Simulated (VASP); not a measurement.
# Mo8P9 (a cell with a defect) in VASP: further runs

The runs below take Mo8P9 (a cell with a defect) through single point, with PBE.

All numbers are computed with VASP 6.6.1; they aren't measurements. Logs are shortened: lines on timing, memory, paths and dates and some standing lists are left out, and cuts for length are marked.

## (1) The cell of the first run

The cell holds a defect, 17 atoms: a = 6.390 Å, b = 6.482 Å, c = 6.482 Å, α = 120.00°, β = 90.00°, γ = 90.00°.

## (2) Single point, PBE

Contents of INCAR:

```
  ALGO = Normal
  EDIFF = 1E-6
  ENCUT = 520
  GGA = PE
  ISIF = 2
  ISMEAR = 0
  LASPH = T
  LCHARG = T
  LELF = T
  LREAL = Auto
  LVHAR = T
  LWAVE = F
  NBANDS = 92
  NELM = 80
  PREC = Accurate
  SIGMA = 0.1
```

Contents of KPOINTS:

```
k-points
0
Gamma
  4 4 4
```

Contents of POSCAR:

```
Mo8P9
1.0
    0.0000000000      0.0000000000     -6.3904533199
    6.4820862140      0.0000000001      0.0000000000
   -3.2410431070     -5.6136513309      0.0000000000
Mo P
8 9
Direct
    0.5000000532      0.4998628054      0.0000928095
    0.0000000000      0.4997934591      0.0000732144
    0.5000000532      0.0158294671      0.0320322709
    0.0000000000      0.0257818548      0.0521298853
    0.5000000532      0.4679833495      0.4841454946
    0.0000000000      0.4472969376      0.4738370524
    0.5000000532      0.0158676423      0.4840683612
    0.0000000000      0.0257068516      0.4741035456
    0.2539833903      0.8263204932      0.1633275645
    0.7460167161      0.8263204932      0.1633275645
    0.2540538079      0.3365616480      0.1632871274
    0.7459461421      0.3365616480      0.1632871274
    0.3238393110      0.8333551617      0.6667615745
    0.6761606390      0.8333551617      0.6667615745
    0.2540329956      0.3365649131      0.6736136210
    0.7459669544      0.3365649131      0.6736136210
    0.0000000000      0.8326677378      0.6666258340
```

Potentials or basis: VASP PAW PBE potentials, release 64 (Mo_sv, P).

The run is started by

```sh
> cat potpaw_PBE.64/Mo_sv/POTCAR potpaw_PBE.64/P/POTCAR > POTCAR
> mpirun -np 1 vasp_std > vasp.out
```

OUTCAR:

```text
EDIFF = 1E-6
   ENCUT = 520
   GGA = PE
   ISIF = 2
   ISMEAR = 0
   LASPH = T
   LREAL = Auto
   NELM = 80
   PREC = Accurate

 ion  position               nearest neighbor table
   1  0.500  0.500  0.000-  12 2.41  11 2.41  16 2.41  15 2.41   9 2.41  10 2.41   2 3.20   2 3.20
                             5 3.25   7 3.25   3 3.25   3 3.25   5 3.25   7 3.25
   2  0.000  0.500  0.000-  15 2.45  16 2.45  11 2.45  12 2.45  10 2.45   9 2.45   1 3.20   1 3.20
                             8 3.25   4 3.25   8 3.25   6 3.25   4 3.25   6 3.25
   3  0.500  0.016  0.032-  14 2.34  13 2.34  12 2.40  11 2.40   9 2.40  10 2.40   7 2.93   5 2.93
                             4 3.20   4 3.20   1 3.25   1 3.25
   4  0.000  0.026  0.052-  17 2.16  10 2.40   9 2.40  11 2.40  12 2.40   6 2.73   8 2.74  13 2.99
                            14 2.99   3 3.20   3 3.20   2 3.25   2 3.25
   5  0.500  0.468  0.484-  14 2.34  13 2.34  12 2.40  11 2.40  16 2.40  15 2.40   7 2.93   3 2.93
                             6 3.20   6 3.20   1 3.25   1 3.25
   6  0.000  0.447  0.474-  17 2.16  15 2.40  16 2.40  11 2.40  12 2.40   4 2.73   8 2.73  13 3.00
                            14 3.00   5 3.20   5 3.20   2 3.25   2 3.25
   7  0.500  0.016  0.484-  14 2.34  13 2.34  16 2.40  15 2.40   9 2.40  10 2.40   3 2.93   5 2.93
                             8 3.20   8 3.20   1 3.25   1 3.25
   8  0.000  0.026  0.474-  17 2.16  10 2.40   9 2.40  15 2.40  16 2.40   6 2.73   4 2.74  13 2.99
                            14 2.99   7 3.20   7 3.20   2 3.25   2 3.25
   9  0.254  0.826  0.163-   7 2.40   3 2.40   4 2.40   8 2.40   1 2.41   2 2.45
  10  0.746  0.826  0.163-   7 2.40   3 2.40   4 2.40   8 2.40   1 2.41   2 2.45
  11  0.254  0.337  0.163-   3 2.40   5 2.40   6 2.40   4 2.40   1 2.41   2 2.45
  12  0.746  0.337  0.163-   3 2.40   5 2.40   6 2.40   4 2.40   1 2.41   2 2.45
  13  0.324  0.833  0.667-  17 2.07  14 2.25   7 2.34   3 2.34   5 2.34   8 2.99   4 2.99   6 3.00

  14  0.676  0.833  0.667-  17 2.07  13 2.25   7 2.34   3 2.34   5 2.34   8 2.99   4 2.99   6 3.00

  15  0.254  0.337  0.674-   7 2.40   5 2.40   6 2.40   8 2.40   1 2.41   2 2.45
  16  0.746  0.337  0.674-   7 2.40   5 2.40   6 2.40   8 2.40   1 2.41   2 2.45
  17  0.000  0.833  0.667-  13 2.07  14 2.07   6 2.16   4 2.16   8 2.16

  LATTYP: Found a hexagonal cell.
 ALAT       =     6.4820862140
 C/A-ratio  =     0.9858636724

  Lattice vectors:

 A1 = (   6.4820862140,   0.0000000001,   0.0000000000)
 A2 = (  -3.2410431070,  -5.6136513309,   0.0000000000)
 A3 = (   0.0000000000,   0.0000000000,  -6.3904533199)

Analysis of symmetry for initial positions (statically):
=====================================================================
 Subroutine PRICEL returns:
 Original cell was already a primitive cell.

 Routine SETGRP: Setting up the symmetry group for a
 hexagonal supercell.

 Subroutine GETGRP returns: Found  2 space group operations
 (whereof  2 operations were pure point group operations)
 out of a pool of 24 trial point group operations.
[... 160 lines left out ...]
   ISMEAR =     0;   SIGMA  =   0.10  broadening in eV -4-tet -1-fermi 0-gaus
   EFERMI_NEDOS =   21; number of points for ismear=-14 and -15
   IALGO  =     38    algorithm
   IMIX   =      4    mixing-type and parameters
     AMIX     =   0.40;   BMIX     =  1.00
     AMIX_MAG =   1.60;   BMIX_MAG =  1.00
  volume/ion in A,a.u.               =      13.68        92.31
  Fermi-wavevector in a.u.,A,eV,Ry     =   1.436186  2.713998 28.063795  2.062631
  Thomas-Fermi vector in A             =   2.555402
   LORBIT       =      0    0 simple, 1 ext, 2 COOP (PROOUT), +10 PAW based schemes
   GGA     = PE    functional components
   LHFCALC =     F    Hartree Fock is set to
   AEXX    =    0.0000 exact exchange contribution
   IVDW    =     0    specifies the selected vdW correction
   LEPSILON=     F    determine dielectric tensor
   LRPA    =     F    only Hartree local field effects (RPA)
 non-spin polarized calculation
 Gauss-broadening in eV      SIGMA  =   0.10
  energy-cutoff  :      520.00
  volume of cell :      232.54
 maximum number of plane-waves:      6292
 NGX is ok and might be reduce to    48
   NGX = 23   NGY = 25   NGZ = 25

 number of electron     157.0000015 magnetization

 Free energy of the ion-electron system (eV)
  ---------------------------------------------------
  ext. energy  EPLUGINS =         0.00000000
  ---------------------------------------------------
  free energy    TOTEN  =      -139.07030710 eV

  energy without entropy =     -139.03934920  energy(sigma->0) =     -139.05482815

 E-fermi :  12.6567     XC(G=0): -12.7117

 val. band max:       12.6256233277   @ k =   0.2500   0.0000   0.0000
 cond. band min:      12.6589268965   @ k =   0.2500   0.5000   0.0000
 fundamental gap:      0.0333035689
 Fermi energy:        12.6566547166

 k-point     1 :       0.0000    0.0000    0.0000
  band No.  band energies     occupation
      1     -48.8210      2.00000
      2     -48.6263      2.00000
      3     -48.5114      2.00000
      4     -48.4695      2.00000
      5     -48.4685      2.00000
      6     -48.4165      2.00000
[... 2221 lines left out ...]
     89      14.2784      0.00000
     90      14.3210      0.00000

 [... further k-points ...]

 [bands above 90 left out]

------------------------ aborting loop because EDIFF is reached ----------------------------------------

  FORCE on cell =-STRESS in cart. coord.  units (eV):
  Direction    XX          YY          ZZ          XY          YZ          ZX
  --------------------------------------------------------------------------------------
  -------------------------------------------------------------------------------------
  Total       40.1263772     40.1096222     38.7742578     -0.0223494      0.0000000      0.0000000
  in kB      276.4703926    276.3549508    267.1543015     -0.1539874      0.0000000      0.0000000
  external PRESSURE =     273.3265483 kB  Pullay stress =       0.0000000 kB

 VOLUME and BASIS-vectors are now :
 -----------------------------------------------------------------------------
  energy-cutoff  :      520.00
  volume of cell :      232.54
      direct lattice vectors                 reciprocal lattice vectors
     0.000000000  0.000000000 -6.390453320     0.000000000  0.000000000 -0.156483421
     6.482086214  0.000000000  0.000000000     0.154271321 -0.089068588  0.000000000
    -3.241043107 -5.613651331  0.000000000     0.000000000 -0.178137177  0.000000000

 POSITION                                       TOTAL-FORCE (eV/Angst)
 -----------------------------------------------------------------------------------
      3.23985     -0.00052     -3.19523         0.000419      0.000051      0.000000
      3.23947     -0.00041      0.00000         0.000020     -0.000080      0.000000
     -0.00121     -0.17982     -3.19523         0.000318      0.003709      0.000000
     -0.00183     -0.29264      0.00000         0.001027      0.015223      0.000000
      1.46437     -2.71782     -3.19523         0.003550     -0.001659      0.000000
      1.36369     -2.65996      0.00000         0.013898     -0.007584      0.000000
[... 9 lines left out ...]
     -0.00157     -3.78143     -4.76707        -0.000951     -0.002492      0.006263
      3.23686     -3.74221      0.00000         0.000608     -0.000939      0.000000
 -----------------------------------------------------------------------------------
    total drift:                               -0.007277     -0.000970      0.002563

  FREE ENERGIE OF THE ION-ELECTRON SYSTEM (eV)
  ---------------------------------------------------
  free  energy   TOTEN  =      -139.0703071030 eV

  energy  without entropy=     -139.0393492049  energy(sigma->0) =     -139.05482815
```

stdout:

```text
POSCAR found type information on POSCAR MoP
 POSCAR found :  2 types and      17 ions
 scaLAPACK will be used
 LDA part: xc-table for (Slater+PW92), standard interpolation
 POSCAR, INCAR and KPOINTS ok, starting setup
 FFT: planning ... GRIDC
 FFT: planning ... GRID_SOFT
 FFT: planning ... GRID
 WAVECAR not read
 entering main loop
```

It took 21 min on 1 thread of Intel Xeon Platinum 8259CL at 2.50GHz (Skylake/Cascade Lake), shared host; peak memory 0.56 GiB.

Results:

| Item | Value |
| --- | --- |
| Free energy | -139.0703 eV |
| Pressure | 27.3 GPa |
| Largest force | 0.079 eV/Å |
| Band gap on the k mesh | zero (an odd number of electrons rules out a gap without spin polarisation) |

Forces on the atoms (eV/Å):
```
Mo   0.000  0.000  0.000
Mo   0.000  0.000  0.000
Mo   0.000  0.004  0.000
Mo   0.001  0.015  0.000
Mo   0.004 -0.002  0.000
Mo   0.014 -0.008  0.000
Mo  -0.002 -0.001  0.000
Mo  -0.012 -0.008  0.000
P   -0.003  0.001 -0.007
P   -0.003  0.001  0.007
P    0.002  0.001 -0.006
P    0.002  0.001  0.006
P    0.000  0.000  0.079
P    0.000  0.000 -0.079
P   -0.001 -0.002 -0.006
P   -0.001 -0.002  0.006
P    0.001 -0.001  0.000
```

Stress tensor (GPa, compression positive):
```
27.65 -0.02  0.00
-0.02 27.64  0.00
 0.00  0.00 26.72
```

Levels at points of the mesh, in eV from the Fermi level:
| k point | band 76 | band 77 | band 78 | band 79 | band 80 | band 81 |
| --- | --- | --- | --- | --- | --- | --- |
| (0.00, 0.00, 0.00) | -0.60 | -0.21 | -0.21 | 0.18 | 0.18 | 0.54 |
| (0.50, 0.00, 0.00) | -0.85 | -0.85 | -0.77 | -0.29 | -0.04 | -0.03 |
| (0.00, 0.50, 0.00) | -1.19 | -0.97 | -0.50 | 0.03 | 0.20 | 0.48 |
| (0.00, 0.00, 0.50) | -1.19 | -0.97 | -0.50 | 0.03 | 0.20 | 0.48 |
| (0.00, 0.50, 0.50) | -1.19 | -0.97 | -0.50 | 0.03 | 0.20 | 0.48 |
| (0.50, 0.50, 0.00) | -0.78 | -0.50 | -0.32 | 0.39 | 0.48 | 0.50 |
| (0.50, 0.00, 0.50) | -0.77 | -0.49 | -0.32 | 0.39 | 0.48 | 0.50 |
| (0.50, 0.50, 0.50) | -0.77 | -0.49 | -0.32 | 0.40 | 0.48 | 0.49 |

## (3) Single point, PBE

Contents of INCAR:

```
SYSTEM = Mo8P9
  PREC = Accurate
  ENCUT = 520
  EDIFF = 1E-7
  ISMEAR = 0
  SIGMA = 0.1
  LREAL = Auto
  LASPH = .TRUE.
  NELM = 60
  ALGO = Normal
  ISIF = 2
  LWAVE = .FALSE.
  LCHARG = .FALSE.
  GGA = PE
  NBANDS = 92
```

Contents of KPOINTS:

```
Automatic mesh
0
G
  4 4 4
  0 0 0
```

Contents of POSCAR:

```
Mo8P9
1.0
    0.0000000000      0.0000000000     -6.3904533199
    6.4820862140      0.0000000001      0.0000000000
   -3.2410431070     -5.6136513309      0.0000000000
Mo P
8 9
Direct
    0.5033739923      0.4998700941      0.0001474976
   -0.0033573518      0.4998015938      0.0001209552
    0.4848574655      0.0199179127      0.0402128644
    0.0152164479      0.0197007476      0.0399602659
    0.4847493354      0.4598668638      0.4800916269
    0.0153336540      0.4594827905      0.4799232872
    0.4847329047      0.0199515196      0.4800773759
    0.0152283406      0.0196747382      0.4801554000
    0.2499429884      0.8154316608      0.1577604215
    0.7500868499      0.8371217671      0.1688047483
    0.2500608204      0.3420263874      0.1577493770
    0.7499995321      0.3310697171      0.1687655581
    0.2499026157      0.8333457247      0.6665458504
    0.5986351529      0.8333211173      0.6668314043
    0.2500099633      0.3421879068      0.6846155512
    0.7500004710      0.3310724277      0.6627739738
   -0.0989319487      0.8325514137      0.6665520852
```

Potentials or basis: VASP PAW PBE potentials, release 64 (Mo_sv, P).

The run is started by

```sh
> cat potpaw_PBE.64/Mo_sv/POTCAR potpaw_PBE.64/P/POTCAR > POTCAR
> mpirun -np 1 vasp_std > vasp.out
```

OUTCAR:

```text
SYSTEM = Mo8P9
   PREC = Accurate
   ENCUT = 520
   EDIFF = 1E-7
   ISMEAR = 0
   LREAL = Auto
   LASPH = .TRUE.
   NELM = 60
   ISIF = 2
   GGA = PE

 ion  position               nearest neighbor table
   1  0.503  0.500  0.000-  11 2.40  15 2.40   9 2.40  10 2.46  16 2.46  12 2.46   2 3.15   2 3.24
                             5 3.25   3 3.25   7 3.25   3 3.25   7 3.25   5 3.25
   2  0.997  0.500  0.000-  11 2.40  15 2.40   9 2.40  10 2.46  16 2.46  12 2.46   1 3.15   1 3.24
                             8 3.25   4 3.25   6 3.25   4 3.25   8 3.25   6 3.25
   3  0.485  0.020  0.040-  14 2.22  11 2.37   9 2.37  12 2.44  10 2.44  13 2.58   7 2.85   5 2.85
                             4 3.00   1 3.25   1 3.25   4 3.39
   4  0.015  0.020  0.040-  17 2.22   9 2.37  11 2.37  10 2.44  12 2.44  13 2.58   6 2.85   8 2.85
                             3 3.00   2 3.25   2 3.25   3 3.39
   5  0.485  0.460  0.480-  14 2.22  15 2.37  11 2.37  12 2.44  16 2.44  13 2.58   7 2.85   3 2.85
                             6 3.00   1 3.25   1 3.25   6 3.39
   6  0.015  0.459  0.480-  17 2.22  15 2.37  11 2.37  12 2.44  16 2.44  13 2.58   4 2.85   8 2.85
                             5 3.00   2 3.25   2 3.25   5 3.39
   7  0.485  0.020  0.480-  14 2.22  15 2.37   9 2.37  16 2.44  10 2.44  13 2.58   3 2.85   5 2.85
                             8 3.00   1 3.25   1 3.25   8 3.39
   8  0.015  0.020  0.480-  17 2.22   9 2.37  15 2.37  10 2.44  16 2.44  13 2.57   6 2.85   4 2.85
[... 2467 lines left out ...]

 [bands above 90 left out]

------------------------ aborting loop because EDIFF is reached ----------------------------------------

  FORCE on cell =-STRESS in cart. coord.  units (eV):
  Direction    XX          YY          ZZ          XY          YZ          ZX
  --------------------------------------------------------------------------------------
  -------------------------------------------------------------------------------------
  Total       35.7679485     35.7353390     45.1796639     -0.0139712     -0.0093585      0.0354860
  in kB      246.4408564    246.2161773    311.2874940     -0.0962615     -0.0644800      0.2444981
  external PRESSURE =     267.9815092 kB  Pullay stress =       0.0000000 kB

 VOLUME and BASIS-vectors are now :
 -----------------------------------------------------------------------------
  energy-cutoff  :      520.00
  volume of cell :      232.54
      direct lattice vectors                 reciprocal lattice vectors
     0.000000000  0.000000000 -6.390453320     0.000000000  0.000000000 -0.156483421
     6.482086214  0.000000000  0.000000000     0.154271321 -0.089068588  0.000000000
    -3.241043107 -5.613651331  0.000000000     0.000000000 -0.178137177  0.000000000

 POSITION                                       TOTAL-FORCE (eV/Angst)
 -----------------------------------------------------------------------------------
      3.23972     -0.00083     -3.21679         0.003668      0.002640      0.011914
      3.23936     -0.00068     -6.36900         0.001249      0.002429     -0.013492
     -0.00122     -0.22574     -3.09846        -0.001028      0.034257     -0.002755
     -0.00181     -0.22432     -0.09724         0.005425      0.032600      0.010974
      1.42490     -2.69507     -3.09777         0.027548     -0.015048     -0.010933
      1.42296     -2.69412     -0.09799         0.026870     -0.010952      0.012854
[... 9 lines left out ...]
     -0.00204     -3.72058     -4.79284         0.003960     -0.008940     -0.001744
      3.23635     -3.74179     -5.75823         0.015525     -0.002333      0.046401
 -----------------------------------------------------------------------------------
    total drift:                               -0.004960     -0.002167     -0.000385

  FREE ENERGIE OF THE ION-ELECTRON SYSTEM (eV)
  ---------------------------------------------------
  free  energy   TOTEN  =      -139.8777855381 eV

  energy  without entropy=     -139.8398716644  energy(sigma->0) =     -139.85882860
```

It took 17 min on 1 thread of Intel Xeon 6975P-C (Granite Rapids), shared host; peak memory 0.62 GiB.

Results:

```yaml
Free_energy: -139.8778 eV
Pressure: 26.8 GPa
Largest_force: 0.056 eV/Å
Band_gap_on_the_k_mesh: zero (an odd number of electrons rules out a gap without spin polarisation)
```

Forces in eV/Å, atoms in the order of the input:
```
Mo   0.004  0.003  0.012
Mo   0.001  0.002 -0.013
Mo  -0.001  0.034 -0.003
Mo   0.005  0.033  0.011
Mo   0.028 -0.015 -0.011
Mo   0.027 -0.011  0.013
Mo  -0.028 -0.010 -0.015
Mo  -0.023 -0.015  0.016
P   -0.011 -0.006 -0.003
P   -0.007  0.004  0.005
P    0.000  0.000  0.003
P    0.014  0.004 -0.003
P   -0.017 -0.010 -0.001
P    0.002  0.004 -0.056
P   -0.013 -0.006  0.000
P    0.004 -0.009 -0.002
P    0.016 -0.002  0.046
```

Stress tensor (GPa, compression positive):
```
24.64 -0.01  0.02
-0.01 24.62 -0.01
 0.02 -0.01 31.13
```

Levels at points of the mesh, in eV from the Fermi level:
```csv
k point,band 76,band 77,band 78,band 79,band 80,band 81
"(0.00, 0.00, 0.00)",-0.63,-0.50,-0.46,-0.46,0.61,0.61
"(0.50, 0.00, 0.00)",-1.05,-0.60,-0.59,-0.30,0.21,0.21
"(0.00, 0.50, 0.00)",-1.26,-1.13,-0.38,0.07,0.28,0.36
"(0.00, 0.00, 0.50)",-1.26,-1.13,-0.38,0.07,0.28,0.36
"(0.00, 0.50, 0.50)",-1.26,-1.13,-0.38,0.08,0.28,0.36
"(0.50, 0.50, 0.00)",-0.63,-0.51,-0.51,0.08,0.27,0.45
"(0.50, 0.00, 0.50)",-0.63,-0.51,-0.51,0.09,0.27,0.45
"(0.50, 0.50, 0.50)",-0.63,-0.51,-0.51,0.08,0.27,0.45
```

The gap in the log of VASP goes by the Fermi energy; the results here count the filled bands.